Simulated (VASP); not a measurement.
# Zr3Nb6Ni11 in VASP: a series of runs

Runs on Zr3Nb6Ni11. Level: PBE. Tasks: single point.

Everything below comes from runs of VASP 6.6.1. Logs are shortened: lines on timing, memory, paths and dates and some standing lists are left out, and cuts for length are marked.

**1. The cell of the first run**

The cell holds a disordered packing, 20 atoms: a = 6.825 Å, b = 6.686 Å, c = 6.709 Å, α = 90.50°, β = 95.02°, γ = 92.34°.

**2. Single point, PBE**

Contents of INCAR:

```
SYSTEM = Zr3Nb6Ni11
ALGO     = Normal         ! electronic algorithm
EDIFF    = 1E-6           ! SCF threshold, eV
ENCUT    = 400            ! plane-wave cutoff, eV
GGA      = PE             ! functional
GGA_COMPAT= .False.      
ISIF     = 2              ! what is computed and relaxed
ISMEAR   = -1             ! smearing method
ISYM     = -1           
LASPH    = .True.         ! aspherical terms in the spheres
LCHARG   = .False.        ! write CHGCAR
LREAL    = Auto         
LWAVE    = .False.        ! write WAVECAR
NBANDS   = 128            ! bands
NELM     = 120            ! most SCF steps
PREC     = Accurate       ! precision mode
SIGMA    = 0.1043         ! smearing width, eV
```

Contents of KPOINTS:

```
explicit points
1
Reciprocal
  0.25000000   0.25000000   0.25000000 1
```

Contents of POSCAR:

```
Zr3Nb6Ni11
1.0
    6.8173460000     -0.1384310000     -0.2966090000
   -0.1384310000      6.6843640000     -0.0322140000
   -0.2966090000     -0.0322140000      6.7019700000
Ni Nb Zr
11 6 3
Direct
    0.7040178700      0.9221056877      0.2684287977
    0.4348805853      0.5121257462      0.6653922823
    0.5273381225      0.2306310215      0.8593702719
    0.8311034186      0.1733575645      0.5050470674
    0.6338003202      0.5903825962      0.0177736493
    0.8348757096      0.9803202254      0.8412349929
    0.7654210934      0.6222305983      0.4164587907
    0.6306175236      0.7870625686      0.6939741996
    0.4891892948      0.0518338324      0.5389967014
    0.1396676426      0.4385971711      0.4028003183
    0.3718510686      0.7186309328      0.3072583659
    0.7795040394      0.4456969218      0.7380001096
    0.8531308340      0.2967385876      0.1118450874
    0.4548939974      0.8877372806      0.9944958307
    0.0078869510      0.6821316498      0.0774956512
    0.2785946669      0.4332178166      1.0383820525
    0.5065170636      0.2958366441      0.3177857557
    0.1286795132      0.7534539673      0.6271602630
    0.1573979554      0.0576725766      0.2633556275
    0.1468312607      0.2032773792      0.6896069142
```

Potentials or basis: VASP PAW PBE potentials, release 64 (Ni, Nb_sv, Zr_sv).

Run with:

```bash
> cat potpaw_PBE.64/Ni/POTCAR potpaw_PBE.64/Nb_sv/POTCAR potpaw_PBE.64/Zr_sv/POTCAR > POTCAR
> mpirun -np 1 vasp_std > vasp.out
```

OUTCAR:

```text
SYSTEM = Zr3Nb6Ni11
   EDIFF = 1E-6
   ENCUT = 400
   GGA = PE
   ISIF = 2
   ISMEAR = -1
   ISYM = -1
   LASPH = .True.
   LREAL = Auto
   NELM = 120
   PREC = Accurate

 ion  position               nearest neighbor table
   1  0.704  0.922  0.268-   7 2.28   4 2.38  14 2.39   9 2.60  11 2.63   5 2.77  13 2.90  17 2.92
                            15 3.04   8 3.08  19 3.19
   2  0.435  0.512  0.665-   8 2.22   3 2.37  12 2.42  10 2.59   5 2.66  18 2.69  11 2.79  20 2.81
                            17 2.82  16 2.85   7 2.99
   3  0.527  0.231  0.859-   2 2.37  12 2.40   9 2.44  14 2.52  16 2.58   5 2.67  13 2.69  20 2.74
                             6 2.75
   4  0.831  0.173  0.505-   1 2.38  20 2.39  12 2.45   9 2.47   6 2.61  17 2.61  13 2.79  10 2.83
                            19 2.99
   5  0.634  0.590  0.018-  14 2.37  12 2.41   8 2.55  13 2.57  15 2.60  16 2.62   2 2.66   3 2.67
                             7 2.75   1 2.77  11 2.90  17 2.99
   6  0.835  0.980  0.841-   8 2.04   4 2.61   3 2.75  13 2.77  15 2.79  20 2.82  14 2.92  18 3.02
                             9 3.03  19 3.45
   7  0.765  0.622  0.416-   1 2.28   8 2.42  12 2.46   5 2.75  17 2.79  11 2.82  18 2.85  10 2.89
                            15 2.95   2 2.99
   8  0.631  0.787  0.694-   6 2.04   2 2.22   9 2.27   7 2.42  14 2.53  12 2.55   5 2.55  11 3.03
                             1 3.08  18 3.41  18 3.48
   9  0.489  0.052  0.539-  17 2.22   8 2.27   3 2.44   4 2.47   1 2.60  11 2.76  19 2.80  20 2.85
                             6 3.03  18 3.20
  10  0.140  0.439  0.403-  20 2.49  11 2.53  18 2.58   2 2.59  16 2.70  19 2.72  13 2.77  17 2.82
                             4 2.83  15 2.84   7 2.89
  11  0.372  0.719  0.307-  14 2.49  10 2.53   1 2.63  16 2.63  19 2.75   9 2.76   2 2.79  15 2.81
                             7 2.82  18 2.84   5 2.90  17 3.01   8 3.03
  12  0.780  0.446  0.738-   3 2.40   5 2.41   2 2.42   4 2.45   7 2.46   8 2.55  13 2.72  15 3.04
                            20 3.08  18 3.23
  13  0.853  0.297  0.112-   5 2.57   3 2.69  12 2.72  15 2.76   6 2.77  10 2.77   4 2.79  19 2.80
                            17 2.84   1 2.90
  14  0.455  0.888  0.994-   5 2.37   1 2.39  11 2.49   3 2.52   8 2.53   6 2.92  19 3.08  18 3.27

  15  0.008  0.682  0.077-  16 2.57   5 2.60  13 2.76   6 2.79  11 2.81  10 2.84  19 2.90   7 2.95
                             1 3.04  12 3.04  18 3.23
  16  0.279  0.433  0.038-  17 2.53  15 2.57   3 2.58   5 2.62  11 2.63  10 2.70  20 2.85   2 2.85
                            19 3.06
  17  0.507  0.296  0.318-   9 2.22  16 2.53   4 2.61   7 2.79  19 2.81  10 2.82   2 2.82  13 2.84
                             1 2.92   5 2.99  11 3.01
  18  0.129  0.753  0.627-  10 2.58   2 2.69  11 2.84   7 2.85   6 3.02  20 3.03   9 3.20  19 3.20
                            12 3.23  15 3.23  14 3.27   8 3.41   8 3.48  20 3.71
  19  0.157  0.058  0.263-  10 2.72  11 2.75   9 2.80  13 2.80  17 2.81  15 2.90   4 2.99  20 3.02
                            16 3.06  14 3.08   1 3.19  18 3.20   6 3.45
  20  0.147  0.203  0.690-   4 2.39  10 2.49   3 2.74   2 2.81   6 2.82   9 2.85  16 2.85  19 3.02
                            18 3.03  12 3.08  18 3.71

IMPORTANT INFORMATION: All symmetrisations will be switched off!
NOSYMM: (Re-)initialisation of all symmetry stuff for point group C_1.

----------------------------------------------------------------------------------------

                                     Primitive cell

  volume of cell :     304.6800

  direct lattice vectors                    reciprocal lattice vectors
     6.817346000 -0.138431000 -0.296609000     0.147030873  0.003076393  0.006521931
    -0.138431000  6.684364000 -0.032214000     0.003076393  0.149670699  0.000855566
    -0.296609000 -0.032214000  6.701970000     0.006521931  0.000855566  0.149502613

  length of vectors
     6.825199376  6.685874884  6.708607644     0.147207599  0.149704757  0.149647248

  position of ions in fractional coordinates (direct lattice)
     0.704017870  0.922105688  0.268428798
     0.434880585  0.512125746  0.665392282
     0.527338122  0.230631022  0.859370272
     0.831103419  0.173357565  0.505047067
     0.633800320  0.590382596  0.017773649
     0.834875710  0.980320225  0.841234993
[... 12 lines left out ...]
     0.157397955  0.057672577  0.263355627
     0.146831261  0.203277379  0.689606914

  ion indices of the primitive-cell ions
   primitive index   ion index
                 1           1
                 2           2
                 3           3
                 4           4
                 5           5
                 6           6
[... 12 lines left out ...]
                19          19
                20          20

----------------------------------------------------------------------------------------

 KPOINTS: explicit points

Read explicit list of k-points.

 Found      1 k-points:

 Following reciprocal coordinates:
            Coordinates               Weight
  0.250000  0.250000  0.250000      1.000000
   k-points           NKPTS =      1   k-points in BZ     NKDIM =      1   number of bands    NBANDS=    128
   number of dos      NEDOS =    301   number of ions     NIONS =     20
   total plane-waves  NPLWV = 110592
   dimension x,y,z NGX =    48 NGY =   48 NGZ =   48
   dimension x,y,z NGXF=    96 NGYF=   96 NGZF=   96
   ions per type =              11   6   3
   NGX,Y,Z   is equivalent  to a cutoff of  11.69, 11.94, 11.89 a.u.
   NGXF,Y,Z  is equivalent  to a cutoff of  23.38, 23.87, 23.79 a.u.
 SYSTEM =  Zr3Nb6Ni11
   PREC   = accura    normal or accurate (medium, high low for compatibility)
   ISTART =      0    job   : 0-new  1-cont  2-samecut
   ICHARG =      2    charge: 1-file 2-atom 10-const
   ISPIN  =      1    spin polarized calculation?
   LNONCOLLINEAR =      F non collinear calculations
   LSORBIT =      F    spin-orbit coupling
   LASPH  =      T    aspherical Exc in radial PAW
   ENCUT  =  400.0 eV  29.40 Ry    5.42 a.u.  11.13 10.90 10.94*2*pi/ulx,y,z
   NELM   =    120;   NELMIN=  2; NELMDL= -5     # of ELM steps
   EDIFF  = 0.1E-05   stopping-criterion for ELM
   LREAL  =      T    real-space projection
   EDIFFG = 0.1E-04   stopping-criterion for IOM
   NSW    =      0    number of steps for IOM
   IBRION =     -1    ionic relax: 0-MD 1-quasi-New 2-CG
   NFREE  =      0    steps in history (QN), initial steepest desc. (CG)
   ISIF   =      2    stress and relaxation
   ISYM   =     -1    0-nonsym 1-usesym 2-fastsym
   POTIM  = 0.5000    time-step for ionic-motion
   TEBEG  =    0.0;   TEEND  =   0.0 temperature during run
   PSTRESS=    0.0 pullay stress
   NELECT =     224.0000    total number of electrons
   NUPDOWN=      -1.0000    fix difference up-down
   EMIN   =  10.00;   EMAX   =-10.00  energy-range for DOS
   EFERMI =   0.00;   METHOD = LEGACY
   ISMEAR =    -1;   SIGMA  =   0.10  broadening in eV -4-tet -1-fermi 0-gaus
   EFERMI_NEDOS =   21; number of points for ismear=-14 and -15
   IALGO  =     38    algorithm
   IMIX   =      4    mixing-type and parameters
     AMIX     =   0.40;   BMIX     =  1.00
     AMIX_MAG =   1.60;   BMIX_MAG =  1.00
  volume/ion in A,a.u.               =      15.23       102.80
  Fermi-wavevector in a.u.,A,eV,Ry     =   1.477552  2.792169 29.703704  2.183161
  Thomas-Fermi vector in A             =   2.591942
   LORBIT       =      0    0 simple, 1 ext, 2 COOP (PROOUT), +10 PAW based schemes
   GGA     = PE    functional components
   LHFCALC =     F    Hartree Fock is set to
   AEXX    =    0.0000 exact exchange contribution
   IVDW    =     0    specifies the selected vdW correction
   LEPSILON=     F    determine dielectric tensor
   LRPA    =     F    only Hartree local field effects (RPA)
 non-spin polarized calculation
  energy-cutoff  :      400.00
  volume of cell :      304.68
 maximum number of plane-waves:      5534
 NGX is ok and might be reduce to    48
   NGX = 23   NGY = 21   NGZ = 21

 number of electron     224.0000016 magnetization

 Free energy of the ion-electron system (eV)
  ---------------------------------------------------
  ext. energy  EPLUGINS =         0.00000000
  ---------------------------------------------------
  free energy    TOTEN  =      -144.50078993 eV

  energy without entropy =     -143.71433814  energy(sigma->0) =     -144.10756403

 E-fermi :   9.8155     XC(G=0): -12.2935

 val. band max:        9.7758022600   @ k =   0.2500   0.2500   0.2500
 cond. band min:       9.8863432918   @ k =   0.2500   0.2500   0.2500
 fundamental gap:      0.1105410318
 Fermi energy:         9.8154818911

 k-point     1 :       0.2500    0.2500    0.2500
  band No.  band energies     occupation
      1     -45.3427      2.00000
      2     -45.0529      2.00000
      3     -45.0204      2.00000
      4     -44.9431      2.00000
      5     -44.8909      2.00000
      6     -44.6838      2.00000
[... 116 lines left out ...]
    123      10.8982      0.00006
    124      11.0889      0.00001
 [bands above 124 left out]

------------------------ aborting loop because EDIFF is reached ----------------------------------------

  FORCE on cell =-STRESS in cart. coord.  units (eV):
  Direction    XX          YY          ZZ          XY          YZ          ZX
  --------------------------------------------------------------------------------------
  -------------------------------------------------------------------------------------
  Total        5.9066249     11.5162023      1.3663294     -2.1636400     -1.8544177      7.1541036
  in kB       31.0603253     60.5586091      7.1849215    -11.3776248     -9.7515617     37.6202633
  external PRESSURE =      32.9346186 kB  Pullay stress =       0.0000000 kB

 VOLUME and BASIS-vectors are now :
 -----------------------------------------------------------------------------
  energy-cutoff  :      400.00
  volume of cell :      304.68
      direct lattice vectors                 reciprocal lattice vectors
     6.817346000 -0.138431000 -0.296609000     0.147030873  0.003076393  0.006521931
    -0.138431000  6.684364000 -0.032214000     0.003076393  0.149670699  0.000855566
    -0.296609000 -0.032214000  6.701970000     0.006521931  0.000855566  0.149502613

 POSITION                                       TOTAL-FORCE (eV/Angst)
 -----------------------------------------------------------------------------------
      4.59227      6.05759      1.56048         0.346638      0.328418     -0.533225
      2.69648      3.34160      4.31395        -1.764764     -0.664648     -0.799123
      3.30822      1.44094      5.59563        -0.317196     -0.823983      0.774446
      5.49212      1.02746      3.13271         0.108133     -0.696210     -0.795187
      4.23384      3.85802     -0.08789        -0.711201     -0.209213      1.177391
      5.30641      6.41014      5.35872         1.829149      1.967635      1.668738
[... 12 lines left out ...]
      0.98694      0.35523      1.71646        -0.508081     -1.193476     -0.559364
      0.76832      1.31624      4.57162         1.311986     -0.124156      1.475506
 -----------------------------------------------------------------------------------
    total drift:                               -0.008137      0.003412     -0.000611

  FREE ENERGIE OF THE ION-ELECTRON SYSTEM (eV)
  ---------------------------------------------------
  free  energy   TOTEN  =      -144.5007899255 eV

  energy  without entropy=     -143.7143381375  energy(sigma->0) =     -144.10756403
```

Wall time 1.8 min (1 thread of AMD EPYC 9R45 (Zen 5), shared host); peak memory 0.3 GiB.

What came out:

| Quantity | Value |
| --- | --- |
| Free energy | -144.5008 eV |
| Pressure | 3.3 GPa |
| Largest force | 3.163 eV/Å |

Forces on the atoms (eV/Å):
```
Ni   0.347  0.328 -0.533
Ni  -1.765 -0.665 -0.799
Ni  -0.317 -0.824  0.774
Ni   0.108 -0.696 -0.795
Ni  -0.711 -0.209  1.177
Ni   1.829  1.968  1.669
Ni   0.381 -1.316 -1.190
Ni  -0.540 -0.799 -1.010
Ni  -0.951 -1.332  1.118
Ni  -0.689  0.629 -0.437
Ni   0.379 -0.432  0.710
Nb   1.938  0.128 -1.202
Nb   1.104 -0.529  0.983
Nb  -0.868  1.326 -1.001
Nb  -0.536  1.463  0.585
Nb  -0.913  0.299 -1.441
Nb   0.364  1.911 -0.133
Zr   0.036  0.067  0.608
Zr  -0.508 -1.193 -0.559
Zr   1.312 -0.124  1.476
```

Levels at points of the mesh, in eV from the Fermi level:
```csv
k point,band 110,band 111,band 112,band 113,band 114,band 115
"(0.25, 0.25, 0.25)",-0.30,-0.12,-0.04,0.07,0.14,0.20
```

Caveat: the atoms stand as in a frame of molecular dynamics. Spin polarisation is off, so any magnetic state and its effect on volume and gap are missing.

(Part 1 of 2 ends here.)
